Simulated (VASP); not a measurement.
# FeCo (Pm-3m) in VASP: notebook

Runs on FeCo. Level: PBE. Tasks: single point.

Program: VASP 6.6.1. These are calculated values, not measurements. Logs are shortened: lines on timing, memory, paths and dates and some standing lists are left out, and cuts for length are marked.

**1. The cell of the first run**

The structure is cubic, space group Pm-3m (No. 221). The conventional cell has a = 2.857 Å, b = 2.857 Å, c = 2.857 Å, α = 90.00°, β = 90.00°, γ = 90.00°. Within 3.3 Å of Fe (site symmetry m-3m) lie 8 Co at 2.47 Å and 6 Fe at 2.86 Å. Co (site symmetry m-3m) has 8 Fe at 2.47 Å and 6 Co at 2.86 Å within 3.3 Å.

**2. Single point, PBE, collinear spin, ferrimagnetic start**

INCAR reads:

```
SYSTEM = FeCo
  PREC = Accurate
  ENCUT = 600
  EDIFF = 1E-6
  ISMEAR = 1
  SIGMA = 0.25
  LREAL = .False.
  LASPH = .True.
  NELM = 200
  ALGO = Normal
  ISIF = 2
  LWAVE = .False.
  LCHARG = .False.
  ISPIN = 2
  MAGMOM = 3.5 -2.5
  LORBIT = 11
  LMAXMIX = 4
  GGA = PE
  NBANDS = 20
  GGA_COMPAT = .False.
```

KPOINTS reads:

```
regular mesh
0
Gamma
  8 8 8
  0 0 0
```

POSCAR reads:

```
FeCo
1.0
    2.8570000000      0.0000000000      0.0000000000
    0.0000000000      2.8570000000      0.0000000000
    0.0000000000      0.0000000000      2.8570000000
Fe Co
1 1
Direct
    0.5000000000      0.5000000000      0.5000000000
    0.0000000000      0.0000000000      0.0000000000
```

Potentials or basis: VASP PAW PBE potentials, release 64 (Fe, Co).

Run with:

```
> cat potpaw_PBE.64/Fe/POTCAR potpaw_PBE.64/Co/POTCAR > POTCAR
> mpirun -np 1 vasp_std > vasp.out
```

OUTCAR:

```text
SYSTEM = FeCo
   PREC = Accurate
   ENCUT = 600
   EDIFF = 1E-6
   ISMEAR = 1
   LREAL = .False.
   LASPH = .True.
   NELM = 200
   ISIF = 2
   ISPIN = 2
   LORBIT = 11
   GGA = PE

 ion  position               nearest neighbor table
   1  0.500  0.500  0.500-   2 2.47   2 2.47   2 2.47   2 2.47   2 2.47   2 2.47   2 2.47   2 2.47

   2  0.000  0.000  0.000-   1 2.47   1 2.47   1 2.47   1 2.47   1 2.47   1 2.47   1 2.47   1 2.47

  LATTYP: Found a simple cubic cell.
 ALAT       =     2.8570000000

  Lattice vectors:

 A1 = (   2.8570000000,   0.0000000000,   0.0000000000)
 A2 = (   0.0000000000,   2.8570000000,   0.0000000000)
 A3 = (   0.0000000000,   0.0000000000,   2.8570000000)

Analysis of symmetry for initial positions (statically):
=====================================================================
 Subroutine PRICEL returns:
 Original cell was already a primitive cell.

 Routine SETGRP: Setting up the symmetry group for a
 simple cubic supercell.

 Subroutine GETGRP returns: Found 48 space group operations
 (whereof 48 operations were pure point group operations)
 out of a pool of 48 trial point group operations.

The static configuration has the point symmetry O_h .

Analysis of symmetry for dynamics (positions and initial velocities):
=====================================================================
 Subroutine PRICEL returns:
 Original cell was already a primitive cell.

 Routine SETGRP: Setting up the symmetry group for a
 simple cubic supercell.

 Subroutine GETGRP returns: Found 48 space group operations
 (whereof 48 operations were pure point group operations)
 out of a pool of 48 trial point group operations.

The dynamic configuration has the point symmetry O_h .

Analysis of structural, dynamic, and magnetic symmetry:
=====================================================================
 Subroutine PRICEL returns:
 Original cell was already a primitive cell.

 Routine SETGRP: Setting up the symmetry group for a
 simple cubic supercell.

 Subroutine GETGRP returns: Found 48 space group operations
 (whereof 48 operations were pure point group operations)
 out of a pool of 48 trial point group operations.

The overall configuration has the point symmetry O_h .

 Subroutine INISYM returns: Found 48 space group operations
 (whereof 48 operations are pure point group operations),
 and found     1 'primitive' translations

----------------------------------------------------------------------------------------

                                     Primitive cell

  volume of cell :      23.3201

  direct lattice vectors                    reciprocal lattice vectors
     2.857000000  0.000000000  0.000000000     0.350017501  0.000000000  0.000000000
     0.000000000  2.857000000  0.000000000     0.000000000  0.350017501  0.000000000
     0.000000000  0.000000000  2.857000000     0.000000000  0.000000000  0.350017501

  length of vectors
     2.857000000  2.857000000  2.857000000     0.350017501  0.350017501  0.350017501

  position of ions in fractional coordinates (direct lattice)
     0.500000000  0.500000000  0.500000000
     0.000000000  0.000000000  0.000000000

  ion indices of the primitive-cell ions
   primitive index   ion index
                 1           1
                 2           2

----------------------------------------------------------------------------------------

 KPOINTS: regular mesh

Automatic generation of k-mesh.
 Grid dimensions read from file:
 generate k-points for:    8    8    8

 Generating k-lattice:

  Cartesian coordinates                     Fractional coordinates (reciprocal lattice)
     0.043752188  0.000000000  0.000000000     0.125000000  0.000000000  0.000000000
     0.000000000  0.043752188  0.000000000     0.000000000  0.125000000  0.000000000
     0.000000000  0.000000000  0.043752188     0.000000000  0.000000000  0.125000000

  Length of vectors
     0.043752188  0.043752188  0.043752188

  Shift w.r.t. Gamma in fractional coordinates (k-lattice)
     0.000000000  0.000000000  0.000000000

 Subroutine IBZKPT returns following result:
 ===========================================

 Found     35 irreducible k-points:

 Following reciprocal coordinates:
            Coordinates               Weight
  0.000000  0.000000  0.000000      1.000000
  0.125000  0.000000  0.000000      6.000000
  0.250000  0.000000  0.000000      6.000000
  0.375000  0.000000  0.000000      6.000000
  0.500000  0.000000  0.000000      3.000000
  0.125000  0.125000  0.000000     12.000000
[... 16 lines left out ...]
  0.375000  0.375000  0.125000     24.000000
  0.500000  0.375000  0.125000     24.000000
 [... further k-points ...]
   k-points           NKPTS =     35   k-points in BZ     NKDIM =     35   number of bands    NBANDS=     20
   number of dos      NEDOS =    301   number of ions     NIONS =      2
   total plane-waves  NPLWV =  13824
   dimension x,y,z NGX =    24 NGY =   24 NGZ =   24
   dimension x,y,z NGXF=    48 NGYF=   48 NGZF=   48
   ions per type =               1   1
   NGX,Y,Z   is equivalent  to a cutoff of  13.97, 13.97, 13.97 a.u.
   NGXF,Y,Z  is equivalent  to a cutoff of  27.93, 27.93, 27.93 a.u.
 SYSTEM =  FeCo
   PREC   = accura    normal or accurate (medium, high low for compatibility)
   ISTART =      0    job   : 0-new  1-cont  2-samecut
   ICHARG =      2    charge: 1-file 2-atom 10-const
   ISPIN  =      2    spin polarized calculation?
   LNONCOLLINEAR =      F non collinear calculations
   LSORBIT =      F    spin-orbit coupling
   LASPH  =      T    aspherical Exc in radial PAW
   ENCUT  =  600.0 eV  44.10 Ry    6.64 a.u.   5.71  5.71  5.71*2*pi/ulx,y,z
   NELM   =    200;   NELMIN=  2; NELMDL= -5     # of ELM steps
   EDIFF  = 0.1E-05   stopping-criterion for ELM
   LREAL  =      F    real-space projection
   EDIFFG = 0.1E-04   stopping-criterion for IOM
   NSW    =      0    number of steps for IOM
   IBRION =     -1    ionic relax: 0-MD 1-quasi-New 2-CG
   NFREE  =      0    steps in history (QN), initial steepest desc. (CG)
   ISIF   =      2    stress and relaxation
   ISYM   =      2    0-nonsym 1-usesym 2-fastsym
   POTIM  = 0.5000    time-step for ionic-motion
   TEBEG  =    0.0;   TEEND  =   0.0 temperature during run
   PSTRESS=    0.0 pullay stress
   NELECT =      17.0000    total number of electrons
   NUPDOWN=      -1.0000    fix difference up-down
   EMIN   =  10.00;   EMAX   =-10.00  energy-range for DOS
   EFERMI =   0.00;   METHOD = LEGACY
   ISMEAR =     1;   SIGMA  =   0.25  broadening in eV -4-tet -1-fermi 0-gaus
   EFERMI_NEDOS =   21; number of points for ismear=-14 and -15
   IALGO  =     38    algorithm
   IMIX   =      4    mixing-type and parameters
     AMIX     =   0.40;   BMIX     =  1.00
     AMIX_MAG =   1.60;   BMIX_MAG =  1.00
  volume/ion in A,a.u.               =      11.66        78.69
  Fermi-wavevector in a.u.,A,eV,Ry     =   1.473378  2.784281 29.536115  2.170843
  Thomas-Fermi vector in A             =   2.588279
   LORBIT       =     11    0 simple, 1 ext, 2 COOP (PROOUT), +10 PAW based schemes
   GGA     = PE    functional components
   LHFCALC =     F    Hartree Fock is set to
   AEXX    =    0.0000 exact exchange contribution
   IVDW    =     0    specifies the selected vdW correction
   LEPSILON=     F    determine dielectric tensor
   LRPA    =     F    only Hartree local field effects (RPA)
 spin polarized calculation
 Methfessel and Paxton  Order N= 1 SIGMA  =   0.25
  energy-cutoff  :      600.00
  volume of cell :       23.32
 maximum number of plane-waves:       804
 NGX is ok and might be reduce to    24
   NGX = 11   NGY = 11   NGZ = 11

 number of electron      16.9999995 magnetization       0.0738623

 number of electron      16.9999995 magnetization      -0.3466947

 Free energy of the ion-electron system (eV)
  ---------------------------------------------------
  ext. energy  EPLUGINS =         0.00000000
  ---------------------------------------------------
  free energy    TOTEN  =       -14.26267391 eV

  energy without entropy =      -14.25274325  energy(sigma->0) =      -14.25936369

 E-fermi :   7.4389     XC(G=0): -13.0022

 val. band max:        7.4380830579   @ k =   0.5000   0.2500   0.2500
 cond. band min:       7.4499284702   @ k =   0.3750   0.3750   0.1250
 fundamental gap:      0.0118454123
 Fermi energy:         7.4388747415

 spin component 1

 k-point     1 :       0.0000    0.0000    0.0000
  band No.  band energies     occupation
      1      -0.9352      1.00000
      2       3.6097      1.00000
      3       3.6097      1.00000
      4       5.7837      1.00000
      5       5.7837      1.00000
      6       5.7837      1.00000
[... 12 lines left out ...]
     19      32.1693      0.00000
     20      32.1693      0.00000
[... 507 lines left out ...]
 k-point    24 :       0.5000    0.3750    0.1250
  band No.  band energies     occupation
      1       3.3960      1.00000
      2       3.4978      1.00000
      3       4.8086      1.00000
      4       4.8214      1.00000
      5       6.0656      1.00000
      6       6.2993      1.00000
[... 12 lines left out ...]
     19      32.1313      0.00000
     20      32.2025      0.00000

 [... further k-points ...]

 spin component 2

 k-point     1 :       0.0000    0.0000    0.0000
  band No.  band energies     occupation
      1      -0.9545      1.00000
      2       3.1757      1.00000
      3       3.1757      1.00000
      4       5.4844      1.00000
      5       5.4844      1.00000
      6       5.4844      1.00000
[... 12 lines left out ...]
     19      32.1786      0.00000
     20      32.1786      0.00000
[... 507 lines left out ...]
 k-point    24 :       0.5000    0.3750    0.1250
  band No.  band energies     occupation
      1       3.2461      1.00000
      2       3.2964      1.00000
      3       4.5895      1.00000
      4       4.6252      1.00000
      5       5.4499      1.00000
      6       6.3681      1.00000
[... 12 lines left out ...]
     19      32.0393      0.00000
     20      32.2789      0.00000

 [... further k-points ...]

------------------------ aborting loop because EDIFF is reached ----------------------------------------

  FORCE on cell =-STRESS in cart. coord.  units (eV):
  Direction    XX          YY          ZZ          XY          YZ          ZX
  --------------------------------------------------------------------------------------
  -------------------------------------------------------------------------------------
  Total       -2.1410219     -2.1410219     -2.1410219     -0.0000000     -0.0000000      0.0000000
  in kB     -147.0960360   -147.0960360   -147.0960360     -0.0000000     -0.0000000      0.0000000
  external PRESSURE =    -147.0960360 kB  Pullay stress =       0.0000000 kB

 VOLUME and BASIS-vectors are now :
 -----------------------------------------------------------------------------
  energy-cutoff  :      600.00
  volume of cell :       23.32
      direct lattice vectors                 reciprocal lattice vectors
     2.857000000  0.000000000  0.000000000     0.350017501  0.000000000  0.000000000
     0.000000000  2.857000000  0.000000000     0.000000000  0.350017501  0.000000000
     0.000000000  0.000000000  2.857000000     0.000000000  0.000000000  0.350017501

 POSITION                                       TOTAL-FORCE (eV/Angst)
 -----------------------------------------------------------------------------------
      1.42850      1.42850      1.42850         0.000000      0.000000      0.000000
      0.00000      0.00000      0.00000         0.000000      0.000000      0.000000
 -----------------------------------------------------------------------------------
    total drift:                                0.000000      0.000000     -0.000000

  FREE ENERGIE OF THE ION-ELECTRON SYSTEM (eV)
  ---------------------------------------------------
  free  energy   TOTEN  =       -14.2626739065 eV

  energy  without entropy=      -14.2527432497  energy(sigma->0) =      -14.25936369

 total charge

# of ion       s       p       d       tot
------------------------------------------
    1        0.450   0.486   6.235   7.170
    2        0.482   0.486   7.210   8.178
--------------------------------------------------
tot          0.932   0.972  13.445  15.348

 magnetization (x)

# of ion       s       p       d       tot
------------------------------------------
    1        0.010   0.012   0.929   0.951
    2       -0.025  -0.019  -1.257  -1.301
--------------------------------------------------
tot         -0.015  -0.006  -0.329  -0.350
```

Wall time 2.7 min (1 thread of Intel Xeon 8259CL, shared host); peak memory 0.17 GiB.

What came out:

* Free energy: -14.2627 eV
* Pressure: -14.7 GPa
* Net moment: -0.35 μB per cell
* Site moments: Fe +0.95; Co -1.30 μB
* Valence electrons inside the program's atomic spheres: Fe 7.17; Co 8.18

Caveat: the cell stands under tension.

**3. Single point, PBE, collinear spin, ferrimagnetic start**

INCAR reads:

```
PREC = Accurate ; ENCUT = 600
EDIFF = 1E-6 ; ISMEAR = 1
SIGMA = 0.15 ; LREAL = False
LASPH = True ; NELM = 200
ALGO = Normal ; ISIF = 2
LWAVE = False ; LCHARG = False
ISPIN = 2 ; MAGMOM = 3.5 -2.5
LORBIT = 11 ; LMAXMIX = 4
GGA = PE ; NBANDS = 20
GGA_COMPAT = False
```

KPOINTS reads:

```
Automatic mesh
0
Gamma
  8 8 8
```

POSCAR is that of step 2.

Potentials or basis: VASP PAW PBE potentials, release 64 (Fe, Co).

Run with:

```
> cat potpaw_PBE.64/Fe/POTCAR potpaw_PBE.64/Co/POTCAR > POTCAR
> mpirun -np 1 vasp_std > vasp.out
```

It took 2.6 min on 1 thread of Intel Xeon 8259CL, shared host; peak memory 0.17 GiB.

It converged, with:

```
Free energy                                           : -14.2596 eV
Pressure                                              : -14.6 GPa
Net moment                                            : -0.35 μB per cell
Site moments                                          : Fe +0.96; Co -1.31 μB
Valence electrons inside the program's atomic spheres : Fe 7.17; Co 8.18
```

Levels at points of the mesh, in eV from the Fermi level:
Spin up:
```
           k point  band 6  band 7  band 8  band 9  band 10  band 11
(0.00, 0.00, 0.00)   -1.66    0.02    0.02    0.61     0.61     0.61
(0.50, 0.00, 0.00)   -1.41   -1.14   -1.14   -0.64    -0.45     0.70
(0.50, 0.50, 0.00)   -0.20    0.13    0.39    0.39     0.53     0.86
(0.50, 0.50, 0.50)   -2.50   -0.16   -0.16    0.56     0.56     8.41
```
Spin down:
```tsv
k point	band 5	band 6	band 7	band 8	band 9	band 10	band 11	band 12
(0.00, 0.00, 0.00)	-1.96	-1.96	-0.30	-0.30	0.84	0.84	0.84	9.60
(0.50, 0.00, 0.00)	-2.03	-1.43	-1.41	-0.59	-0.59	-0.40	0.25	1.61
(0.50, 0.50, 0.00)	-1.42	-0.91	0.10	0.37	0.37	0.88	0.97	0.97
(0.50, 0.50, 0.50)	-2.28	-2.28	-1.39	-1.39	0.92	0.92	8.26	8.26
```

Caveat: the cell stands under tension.

**4. Single point, PBE, collinear spin, ferrimagnetic start**

INCAR reads:

```
  PREC = Accurate
  ENCUT = 600
  EDIFF = 1E-6
  ISMEAR = 1
  SIGMA = 0.1
  LREAL = False
  LASPH = True
  NELM = 200
  ALGO = Normal
  ISIF = 2
  LWAVE = False
  LCHARG = True
  ISPIN = 2
  MAGMOM = 3.5 -2.5
  LORBIT = 11
  LMAXMIX = 4
  GGA = PE
  LELF = True
  LVHAR = True
  NBANDS = 20
  GGA_COMPAT = False
```

KPOINTS is that of step 3.

POSCAR is that of step 3.

Run with:

```
> cat potpaw_PBE.64/Fe/POTCAR potpaw_PBE.64/Co/POTCAR > POTCAR
> mpirun -np 1 vasp_std > vasp.out
```

Run time: 8.6 min. Hardware: 1 thread of Intel Xeon 8259CL, shared host; peak memory 0.18 GiB.

It converged, with:

| Item | Value |
| --- | --- |
| Free energy | -14.2594 eV |
| Pressure | -14.0 GPa |
| Net moment | -0.33 μB per cell |
| Site moments | Fe +0.99; Co -1.31 μB |
| Valence electrons inside the program's atomic spheres | Fe 7.17; Co 8.18 |

Levels at points of the mesh, in eV from the Fermi level:
Spin up:
```
           k point  band 4  band 5  band 6  band 7  band 8  band 9  band 10  band 11  band 12  band 13
(0.00, 0.00, 0.00)   -1.68   -1.68   -1.68    0.01    0.01    0.60     0.60     0.60     9.60     9.60
(0.50, 0.00, 0.00)   -1.52   -1.42   -1.42   -1.15   -1.15   -0.65    -0.46     0.68     1.19    16.54
(0.50, 0.50, 0.00)   -2.72   -0.36   -0.22    0.13    0.39    0.39     0.53     0.85     0.85     7.11
(0.50, 0.50, 0.50)   -2.51   -2.51   -2.51   -0.19   -0.19    0.57     0.57     8.40     8.40     8.40
```
Spin down:
```tsv
k point	band 5	band 6	band 7	band 8	band 9	band 10	band 11	band 12
(0.00, 0.00, 0.00)	-1.96	-1.96	-0.29	-0.29	0.84	0.84	0.84	9.60
(0.50, 0.00, 0.00)	-2.03	-1.42	-1.42	-0.59	-0.59	-0.42	0.25	1.62
(0.50, 0.50, 0.00)	-1.43	-0.92	0.11	0.37	0.37	0.89	0.97	0.97
(0.50, 0.50, 0.50)	-2.28	-2.28	-1.41	-1.41	0.93	0.93	8.26	8.26
```

Caveat: the cell stands under tension.

[end of part 1 of 2]
